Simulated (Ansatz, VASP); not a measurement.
Hf in VASP and in Ansatz

```
CELL_PARAMETERS angstrom
3.02938 0.00000 0.00000
0.00000 4.59258 0.00000
0.00000 0.00000 3.14184
ATOMIC_POSITIONS crystal
Hf 0.00000 0.00000 0.64489
Hf 0.50000 0.50000 0.35511
```

Alike in both runs: task single point; functional PBE; k mesh 6 × 4 × 6; occupations gaussian, width 0.1 eV; no spin polarisation.

|  | VASP | Ansatz |
| --- | --- | --- |
| version | VASP 6.6.1 | Ansatz 0.2.0 |
| potentials or method | VASP PAW PBE potentials, release 64 (Hf_pv), cutoff 520 eV | scalar-relativistic, plane waves, PAW |
| valence electrons in the cell | 20 | 52 |

|  | VASP | Ansatz | Ansatz less VASP |
| --- | --- | --- | --- |
| gap on the k mesh at the Fermi level (eV) | none | none | - |
| pressure (GPa) | 5.8 | 6.1 | +0.22 |
| traceless stress, the component that is largest in VASP (GPa) | 6.04 | 6.11 | +0.066 |
| rms of the force components (eV/Å) | 0.906 | 0.909 | +0.0030 |

Atom by atom the forces differ by 0.003 eV/Å (rms over components). A gap of «none» marks a metal or a gap that the smearing closes. VASP's potentials hold 20 valence electrons a cell and Ansatz's 52, so a difference there can come from the potentials and not from the codes.

Neither program's run includes spin-orbit coupling.
